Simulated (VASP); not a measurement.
# SiF (R-3m) in VASP: notebook

The runs below take SiF through single point, with r2SCAN0, PBEsol-based screened hybrid with 25 % exact exchange, r2SCANh.

All numbers are computed with VASP 6.6.1; they aren't measurements. Logs are shortened: lines on timing, memory, paths and dates and some standing lists are left out, and cuts for length are marked.

### 1 The cell of the first run

Symmetry: R-3m, No. 166, trigonal system. Conventional cell: a = 2.641 Å, b = 2.641 Å, c = 11.537 Å, α = 90.00°, β = 90.00°, γ = 120.00°. Si (site symmetry -3m) has 6 F at 2.45 Å and 6 Si at 2.64 Å within 3.2 Å. Within 3.2 Å of F (site symmetry -3m) lie 6 Si at 2.45 Å and 6 F at 2.64 Å.

### 2 Single point, r2SCAN0

POSCAR reads:

```
SiF
1.0
    1.3205085931      0.7623949358      3.8456236766
   -1.3205085931      0.7623949358      3.8456236766
    0.0000000000     -1.5247898716      3.8456236766
Si F
1 1
Direct
    0.5000000000      0.5000000000      0.5000000000
    0.0000000000      0.0000000000      0.0000000000
```

INCAR.step1 reads:

```
SYSTEM = SiF
PREC = Accurate
ENCUT = 520
EDIFF = 1E-5
ISMEAR = -1
SIGMA = 0.05
LREAL = .FALSE.
LASPH = .TRUE.
NELM = 60
ALGO = Normal
ISIF = 2
LWAVE = .TRUE.
LCHARG = .FALSE.
GGA = PE
NBANDS = 12
```

INCAR.step2 reads:

```
SYSTEM = SiF
PREC = Accurate
ENCUT = 520
EDIFF = 1E-6
ISMEAR = -1
SIGMA = 0.05
LREAL = .FALSE.
LASPH = .TRUE.
NELM = 60
ALGO = Normal
ISIF = 2
LWAVE = .FALSE.
LCHARG = .FALSE.
METAGGA = R2SCAN
LHFCALC = .TRUE.
AEXX = 0.25
LMIXTAU = .TRUE.
PRECFOCK = Normal
ISTART = 1
NBANDS = 12
```

KPOINTS reads:

```
Automatic mesh
0
G
  6 6 6
  0 0 0
```

Potentials or basis: VASP PAW PBE potentials, release 64 (Si, F).

Started as:

```console
cat potpaw_PBE.64/Si/POTCAR potpaw_PBE.64/F/POTCAR > POTCAR
cp INCAR.step1 INCAR
mpirun -np 1 vasp_std > vasp.out
cp INCAR.step2 INCAR
mpirun -np 1 vasp_std > vasp.out
```

OUTCAR:

```text
SYSTEM = SiF
   PREC = Accurate
   ENCUT = 520
   EDIFF = 1E-6
   ISMEAR = -1
   LREAL = .FALSE.
   LASPH = .TRUE.
   NELM = 60
   ISIF = 2
   METAGGA = R2SCAN
   LHFCALC = .TRUE.
   AEXX = 0.25
   PRECFOCK = Normal
   ISTART = 1

 ion  position               nearest neighbor table
   1  0.500  0.500  0.500-   2 2.45   2 2.45   2 2.45   2 2.45   2 2.45   2 2.45
   2  0.000  0.000  0.000-   1 2.45   1 2.45   1 2.45   1 2.45   1 2.45   1 2.45

  LATTYP: Found a trigonal (rhomboedric) cell.
 ALAT       =     4.1368841469
 COS(alpha) =     0.7962180369

  Lattice vectors:

 A1 = (   1.3205085931,   0.7623949358,   3.8456236766)
 A2 = (  -1.3205085931,   0.7623949358,   3.8456236766)
 A3 = (   0.0000000000,  -1.5247898716,   3.8456236766)

Analysis of symmetry for initial positions (statically):
=====================================================================
 Subroutine PRICEL returns:
 Original cell was already a primitive cell.

 Routine SETGRP: Setting up the symmetry group for a
 trigonal (rhombohedral) supercell.

 Subroutine GETGRP returns: Found 12 space group operations
 (whereof 12 operations were pure point group operations)
 out of a pool of 12 trial point group operations.

The static configuration has the point symmetry D_3d.

Analysis of symmetry for dynamics (positions and initial velocities):
=====================================================================
 Subroutine PRICEL returns:
 Original cell was already a primitive cell.

 Routine SETGRP: Setting up the symmetry group for a
 trigonal (rhombohedral) supercell.

 Subroutine GETGRP returns: Found 12 space group operations
 (whereof 12 operations were pure point group operations)
 out of a pool of 12 trial point group operations.

The dynamic configuration has the point symmetry D_3d.

 Subroutine INISYM returns: Found 12 space group operations
 (whereof 12 operations are pure point group operations),
 and found     1 'primitive' translations

----------------------------------------------------------------------------------------

                                     Primitive cell

  volume of cell :      23.2295

  direct lattice vectors                    reciprocal lattice vectors
     1.320508593  0.762394936  3.845623677     0.378641989  0.218609357  0.086678615
    -1.320508593  0.762394936  3.845623677    -0.378641989  0.218609357  0.086678615
     0.000000000 -1.524789872  3.845623677     0.000000000 -0.437218714  0.086678615

  length of vectors
     4.136884147  4.136884147  4.136883563     0.445727483  0.445727483  0.445727928

  position of ions in fractional coordinates (direct lattice)
     0.500000000  0.500000000  0.500000000
     0.000000000  0.000000000  0.000000000

  ion indices of the primitive-cell ions
   primitive index   ion index
                 1           1
                 2           2

----------------------------------------------------------------------------------------

 KPOINTS: Automatic mesh

Automatic generation of k-mesh.
 Grid dimensions read from file:
 generate k-points for:    6    6    6

 Generating k-lattice:

  Cartesian coordinates                     Fractional coordinates (reciprocal lattice)
     0.063106998  0.036434893  0.014446436     0.166666667  0.000000000  0.000000000
    -0.063106998  0.036434893  0.014446436     0.000000000  0.166666667  0.000000000
     0.000000000 -0.072869786  0.014446436     0.000000000  0.000000000  0.166666667

  Length of vectors
     0.074287914  0.074287914  0.074287988

  Shift w.r.t. Gamma in fractional coordinates (k-lattice)
     0.000000000  0.000000000  0.000000000

 Subroutine IBZKPT returns following result:
 ===========================================

 Found     32 irreducible k-points:

 Following reciprocal coordinates:
            Coordinates               Weight
  0.000000  0.000000  0.000000      1.000000
  0.166667  0.000000  0.000000      6.000000
  0.333333  0.000000  0.000000      6.000000
  0.500000  0.000000  0.000000      3.000000
  0.166667  0.166667  0.000000      6.000000
  0.333333  0.166667  0.000000     12.000000
[... 16 lines left out ...]
  0.500000  0.500000  0.166667      6.000000
 -0.333333  0.500000  0.166667     12.000000
 [... further k-points ...]
   k-points           NKPTS =     32   k-points in BZ     NKDIM =    216   number of bands    NBANDS=     12
   number of dos      NEDOS =    301   number of ions     NIONS =      2
   total plane-waves  NPLWV =  32768
   dimension x,y,z NGX =    32 NGY =   32 NGZ =   32
   dimension x,y,z NGXF=    64 NGYF=   64 NGZF=   64
   ions per type =               1   1
   NGX,Y,Z   is equivalent  to a cutoff of  12.86, 12.86, 12.86 a.u.
   NGXF,Y,Z  is equivalent  to a cutoff of  25.72, 25.72, 25.72 a.u.
 SYSTEM =  SiF
   PREC   = accura    normal or accurate (medium, high low for compatibility)
   ISTART =      1    job   : 0-new  1-cont  2-samecut
   ICHARG =      0    charge: 1-file 2-atom 10-const
   ISPIN  =      1    spin polarized calculation?
   LNONCOLLINEAR =      F non collinear calculations
   LSORBIT =      F    spin-orbit coupling
   LASPH  =      T    aspherical Exc in radial PAW
   ENCUT  =  520.0 eV  38.22 Ry    6.18 a.u.   7.69  7.69  7.69*2*pi/ulx,y,z
   NELM   =     60;   NELMIN=  2; NELMDL=  0     # of ELM steps
   EDIFF  = 0.1E-05   stopping-criterion for ELM
   LREAL  =      F    real-space projection
   EDIFFG = 0.1E-04   stopping-criterion for IOM
   NSW    =      0    number of steps for IOM
   IBRION =     -1    ionic relax: 0-MD 1-quasi-New 2-CG
   NFREE  =      0    steps in history (QN), initial steepest desc. (CG)
   ISIF   =      2    stress and relaxation
   ISYM   =      3    0-nonsym 1-usesym 2-fastsym
   POTIM  = 0.5000    time-step for ionic-motion
   TEBEG  =    0.0;   TEEND  =   0.0 temperature during run
   PSTRESS=    0.0 pullay stress
   NELECT =      11.0000    total number of electrons
   NUPDOWN=      -1.0000    fix difference up-down
   EMIN   =  10.00;   EMAX   =-10.00  energy-range for DOS
   EFERMI =   0.00;   METHOD = LEGACY
   ISMEAR =    -1;   SIGMA  =   0.05  broadening in eV -4-tet -1-fermi 0-gaus
   EFERMI_NEDOS =   21; number of points for ismear=-14 and -15
   IALGO  =     38    algorithm
   IMIX   =      1    mixing-type and parameters
     AMIX     =   0.40;   BMIX     =  1.00
     AMIX_MAG =   1.60;   BMIX_MAG =  1.00
  volume/ion in A,a.u.               =      11.61        78.38
  Fermi-wavevector in a.u.,A,eV,Ry     =   1.276025  2.411338 22.153560  1.628241
  Thomas-Fermi vector in A             =   2.408705
   LORBIT       =      0    0 simple, 1 ext, 2 COOP (PROOUT), +10 PAW based schemes
   METAGGA = R2SCAN    functional components
   LHFCALC =     T    Hartree Fock is set to
   PRECFOCK=normal    Normal, Fast or Accurate (Low or Medium for compatibility)
   ENCUT4O =  -1.0   cutoff for four orbital integrals eV
   NKREDX  =     1    reduce k-point grid by
   NKREDY  =     1    reduce k-point grid by
   NKREDZ  =     1    reduce k-point grid by
   AEXX    =    0.2500 exact exchange contribution
   HFSCREEN=    0.0000 screening length (either q_TF or 0.3 A-1)
   HFSCREENC=   0.0000 screening length for correlation (either q_TF or 0.3 A-1)
   ENCUTFOCK=  -1.0 apply spherical cutoff to Coloumb kernel
   IVDW    =     0    specifies the selected vdW correction
   LEPSILON=     F    determine dielectric tensor
   LRPA    =     F    only Hartree local field effects (RPA)
 non-spin polarized calculation
  energy-cutoff  :      520.00
  volume of cell :       23.23
 maximum number of plane-waves:       639
  NGX = 24; NGY = 24; NGZ = 24

 number of electron      10.9999998 magnetization

 Free energy of the ion-electron system (eV)
  ---------------------------------------------------
  ext. energy  EPLUGINS =         0.00000000
  ---------------------------------------------------
  free energy    TOTEN  =       -15.26000535 eV

  energy without entropy =      -15.25964616  energy(sigma->0) =      -15.25982575

 E-fermi :   6.0108     XC(G=0):  -8.9520

 val. band max:        5.7504109592   @ k =   0.5000   0.1667   0.0000
 cond. band min:       6.2358244030   @ k =  -0.1667   0.5000   0.1667
 fundamental gap:      0.4854134438
 Fermi energy:         6.0108177109

 k-point     1 :       0.0000    0.0000    0.0000
  band No.  band energies     occupation
      1     -21.6865      2.00000
      2      -6.2018      2.00000
      3      -2.6351      2.00000
      4       1.4713      2.00000
      5       1.4713      2.00000
      6      11.7740      0.00000
      7      16.4580      0.00000
      8      20.6273      0.00000
      9      20.6273      0.00000
     10      22.0225      0.00000
     11      22.0225      0.00000
     12      27.7807      0.00000

 k-point     2 :       0.1667    0.0000    0.0000
  band No.  band energies     occupation
      1     -21.4752      2.00000
      2      -5.6364      2.00000
      3      -2.0926      2.00000
      4       0.7220      2.00000
      5       1.2960      2.00000
      6      11.4670      0.00000
      7      14.8505      0.00000
      8      17.7265      0.00000
      9      17.8636      0.00000
     10      21.8167      0.00000
     11      24.0879      0.00000
     12      26.1049      0.00000

 k-point     3 :       0.3333    0.0000    0.0000
  band No.  band energies     occupation
      1     -21.0274      2.00000
      2      -4.1721      2.00000
      3      -1.3116      2.00000
      4       0.1276      2.00000
      5       0.9614      2.00000
      6       8.1998      0.00000
      7      11.6351      0.00000
      8      15.5632      0.00000
      9      17.9251      0.00000
     10      20.1354      0.00000
     11      22.6386      0.00000
     12      26.8289      0.00000
[... 286 lines left out ...]
 k-point    23 :       0.5000    0.5000    0.1667
  band No.  band energies     occupation
      1     -20.9909      2.00000
      2      -4.9937      2.00000
      3      -1.6215      2.00000
      4       0.9048      2.00000
      5       1.9205      2.00000
      6       8.0653      0.00000
      7      11.3678      0.00000
      8      16.0936      0.00000
      9      17.2554      0.00000
     10      19.3843      0.00000
     11      25.9779      0.00000
     12      26.0122      0.00000

 k-point    24 :      -0.3333    0.5000    0.1667
  band No.  band energies     occupation
      1     -20.7752      2.00000
      2      -3.1093      2.00000
      3      -1.9994      2.00000
      4      -0.0369      2.00000
      5       2.3099      2.00000
      6       5.4895      1.99994
      7      10.4899      0.00000
      8      13.0115      0.00000
      9      17.4624      0.00000
     10      21.8944      0.00000
     11      22.2584      0.00000
     12      27.1175      0.00000

 [... further k-points ...]

------------------------ aborting loop because EDIFF is reached ----------------------------------------

  FORCE on cell =-STRESS in cart. coord.  units (eV):
  Direction    XX          YY          ZZ          XY          YZ          ZX
  --------------------------------------------------------------------------------------
  -------------------------------------------------------------------------------------
  Total       -0.3362527     -0.3362518      0.4413915     -0.0000000     -0.0000000      0.0000000
  in kB      -23.1919439    -23.1918796     30.4435521     -0.0000000     -0.0000000      0.0000000
  external PRESSURE =      -5.3134238 kB  Pullay stress =       0.0000000 kB

 VOLUME and BASIS-vectors are now :
 -----------------------------------------------------------------------------
  energy-cutoff  :      520.00
  volume of cell :       23.23
      direct lattice vectors                 reciprocal lattice vectors
     1.320508593  0.762394936  3.845623677     0.378641989  0.218609357  0.086678615
    -1.320508593  0.762394936  3.845623677    -0.378641989  0.218609357  0.086678615
     0.000000000 -1.524789872  3.845623677     0.000000000 -0.437218714  0.086678615

 POSITION                                       TOTAL-FORCE (eV/Angst)
 -----------------------------------------------------------------------------------
      0.00000      0.00000      5.76844        -0.000000     -0.000000      0.000000
      0.00000      0.00000      0.00000         0.000000      0.000000      0.000000
 -----------------------------------------------------------------------------------
    total drift:                                0.000000      0.000000      0.000000

  FREE ENERGIE OF THE ION-ELECTRON SYSTEM (eV)
  ---------------------------------------------------
  free  energy   TOTEN  =       -15.2600053456 eV

  energy  without entropy=      -15.2596461600  energy(sigma->0) =      -15.25982575
```

Run time: 37 min. Hardware: 1 thread of Intel Xeon Platinum 8259CL at 2.50GHz (Skylake/Cascade Lake), shared host; peak memory 0.19 GiB.

What came out:

* Free energy: -15.2600 eV
* Pressure: -0.5 GPa
* Band gap on the k mesh: zero (an odd number of electrons rules out a gap without spin polarisation)

Levels at points of the mesh, in eV from the Fermi level:
```
           k point  band 2  band 3  band 4  band 5  band 6  band 7  band 8  band 9
(0.00, 0.00, 0.00)  -12.21   -8.65   -4.54   -4.54    5.76   10.45   14.62   14.62
(0.50, 0.00, 0.00)   -9.37   -7.08   -5.21   -4.91   -1.98    5.35    8.82   11.17
(0.50, 0.50, 0.00)   -8.93   -7.96   -5.28   -5.03   -1.71    8.12    9.03    9.48
(0.50, 0.50, 0.50)  -14.24   -4.55   -4.55   -3.91    1.18   14.15   14.15   15.41
```

Caveat: the k points lie up to 0.47 Å⁻¹ apart, too coarse for converged energies and pressures of a metal; the PAW data sets were made with another functional, which shifts forces and pressure a little; an odd number of electrons without spin polarisation forces a metal; a magnetic or distorted state may lie lower.

### 3 Single point, PBEsol-based screened hybrid with 25 % exact exchange

This run uses another cell than the first one, of 12.10 Å³/atom.

POSCAR reads:

```
SiF
1.0
    1.3386000000      0.7728400000      3.8983100000
   -1.3386000000      0.7728400000      3.8983100000
    0.0000000000     -1.5456800000      3.8983100000
Si F
1 1
Direct
    0.5000000000      0.5000000000      0.5000000000
    0.0000000000      0.0000000000      0.0000000000
```

INCAR.step1 reads:

```
ALGO = Normal
EDIFF = 1E-5
ENCUT = 520
GGA = PE
ISIF = 2
ISMEAR = -1
LASPH = True
LCHARG = False
LREAL = False
LWAVE = True
NBANDS = 12
NELM = 80
PREC = Accurate
SIGMA = 0.05
```

INCAR.step2 reads:

```
AEXX = 0.25
ALGO = Normal
EDIFF = 1E-6
ENCUT = 520
GGA = PS
HFSCREEN = 0.207
ISIF = 2
ISMEAR = -1
ISTART = 1
LASPH = True
LCHARG = False
LHFCALC = True
LREAL = False
LWAVE = False
NBANDS = 12
NELM = 80
PREC = Accurate
PRECFOCK = Normal
SIGMA = 0.05
```

KPOINTS reads:

```
k-points
0
Gamma
  6 6 6
```

Potentials or basis: VASP PAW PBE potentials, release 64 (Si, F).

Started as:

```console
cat potpaw_PBE.64/Si/POTCAR potpaw_PBE.64/F/POTCAR > POTCAR
cp INCAR.step1 INCAR
mpirun -np 1 vasp_std > vasp.out
cp INCAR.step2 INCAR
mpirun -np 1 vasp_std > vasp.out
```

Run time: 34 min. Hardware: 1 thread of Intel Xeon Platinum 8375C at 2.90GHz (Ice Lake), shared host; peak memory 0.28 GiB.

The run converged. Its results:

```
Free energy            : -11.3291 eV
Pressure               : -5.9 GPa
Band gap on the k mesh : zero (an odd number of electrons rules out a gap without spin polarisation)
```

Stress tensor (GPa, compression positive):
```
-5.46  0.00  0.00
 0.00 -5.46  0.00
 0.00  0.00 -6.74
```

Levels at points of the mesh, in eV from the Fermi level:
```tsv
k point	band 2	band 3	band 4	band 5	band 6	band 7	band 8	band 9
(0.00, 0.00, 0.00)	-11.32	-7.73	-3.76	-3.76	4.96	9.37	13.14	13.14
(0.50, 0.00, 0.00)	-8.48	-6.20	-4.39	-4.23	-1.70	4.51	7.82	10.20
(0.50, 0.50, 0.00)	-7.96	-7.04	-4.69	-4.46	-1.19	7.09	8.17	8.43
(0.50, 0.50, 0.50)	-13.17	-3.77	-3.77	-3.30	0.55	12.72	12.72	14.15
```

Caveat: the k points lie up to 0.46 Å⁻¹ apart, too coarse for converged energies and pressures of a metal; the PAW data sets were made with another functional, which shifts forces and pressure a little; an odd number of electrons without spin polarisation forces a metal; a magnetic or distorted state may lie lower.

### 4 Single point, r2SCANh

This run uses another cell than the first one, of 12.10 Å³/atom.

POSCAR is that of step 3.

INCAR.step1 reads:

```
SYSTEM = SiF
ALGO = Normal ; EDIFF = 1E-5
ENCUT = 520 ; GGA = PE
ISIF = 2 ; ISMEAR = -1
LASPH = .True. ; LCHARG = .False.
LREAL = .False. ; LWAVE = .True.
NBANDS = 12 ; NELM = 60
PREC = Accurate ; SIGMA = 0.05
```

INCAR.step2 reads:

```
SYSTEM = SiF
AEXX = 0.1 ; ALGO = Normal
EDIFF = 1E-6 ; ENCUT = 520
ISIF = 2 ; ISMEAR = -1
ISTART = 1 ; LASPH = .True.
LCHARG = .False. ; LHFCALC = .True.
LMIXTAU = .True. ; LREAL = .False.
LWAVE = .False. ; METAGGA = R2SCAN
NBANDS = 12 ; NELM = 60
PREC = Accurate ; PRECFOCK = Normal
SIGMA = 0.05
```

KPOINTS reads:

```
k-points
0
Gamma
  6 6 6
  0 0 0
```

Started as:

```console
cat potpaw_PBE.64/Si/POTCAR potpaw_PBE.64/F/POTCAR > POTCAR
cp INCAR.step1 INCAR
mpirun -np 1 vasp_std > vasp.out
cp INCAR.step2 INCAR
mpirun -np 1 vasp_std > vasp.out
```

Wall time 27 min (1 thread of Intel Xeon Platinum 8375C at 2.90GHz (Ice Lake), shared host); peak memory 0.19 GiB.

Results (log left out):

```yaml
Free_energy: -14.1244 eV
Pressure: -3.2 GPa
Band_gap_on_the_k_mesh: zero (an odd number of electrons rules out a gap without spin polarisation)
```

Stress tensor (GPa, compression positive):
```
-4.28  0.00  0.00
 0.00 -4.28  0.00
 0.00  0.00 -1.09
```

Levels at points of the mesh, in eV from the Fermi level:
| k point | band 3 | band 4 | band 5 | band 6 | band 7 | band 8 |
| --- | --- | --- | --- | --- | --- | --- |
| (0.00, 0.00, 0.00) | -7.36 | -3.50 | -3.50 | 4.85 | 9.61 | 13.16 |
| (0.50, 0.00, 0.00) | -5.86 | -4.30 | -4.10 | -1.63 | 4.57 | 7.79 |
| (0.50, 0.50, 0.00) | -6.70 | -4.58 | -4.17 | -1.23 | 7.04 | 8.34 |
| (0.50, 0.50, 0.50) | -3.51 | -3.51 | -3.13 | 0.61 | 12.76 | 12.76 |

Caveat: the k points lie up to 0.46 Å⁻¹ apart, too coarse for converged energies and pressures of a metal; the PAW data sets were made with another functional, which shifts forces and pressure a little; an odd number of electrons without spin polarisation forces a metal; a magnetic or distorted state may lie lower.

[end of part 1 of 2]
